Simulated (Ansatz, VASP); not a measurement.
# Two plane-wave programs on Ga2B3As5

```
Ga B As
1.0
    -1.85178    1.85178   13.09408
     1.85178   -1.85178   13.09408
     1.85178    1.85178  -13.09408
Ga B As
2 3 5
Direct
  0.90000 0.90000 0.00000
  0.10000 0.10000 0.00000
  0.50000 0.50000 0.00000
  0.70000 0.70000 0.00000
  0.30000 0.30000 0.00000
  0.55000 0.05000 0.50000
  0.15000 0.65000 0.50000
  0.75000 0.25000 0.50000
  0.35000 0.85000 0.50000
  0.95000 0.45000 0.50000
```

Alike in both runs: task single point; functional PBE; k mesh 6 × 6 × 6; occupations gaussian, width 0.1 eV; no spin polarisation.

|  | VASP | Ansatz |
| --- | --- | --- |
| version | VASP 6.6.1 | Ansatz 0.2.0 |
| potentials or method | VASP PAW PBE potentials, release 64 (Ga_d, B, As), cutoff 520 eV | scalar-relativistic, plane waves, PAW |
| valence electrons in the cell | 60 | 110 |

VASP gave:

* gap on the k mesh at the Fermi level (eV): 1.02
* least direct gap on the mesh (eV): 1.02
* pressure (GPa): 1.4
* traceless stress, the component that is largest in VASP (GPa): -0.62
* rms of the force components (eV/Å): 1.389

Q: Which values does Ansatz return?

A: gap on the k mesh at the Fermi level (eV): 1.02; least direct gap on the mesh (eV): 1.02; pressure (GPa): 1.2; traceless stress, the component that is largest in VASP (GPa): -0.61; rms of the force components (eV/Å): 1.385.

Atom by atom the forces differ by 0.004 eV/Å (rms over components). With one functional, cell and mesh, what is left measures potentials, basis and numerics. VASP's potentials hold 60 valence electrons a cell and Ansatz's 110, so a difference there can come from the potentials and not from the codes.
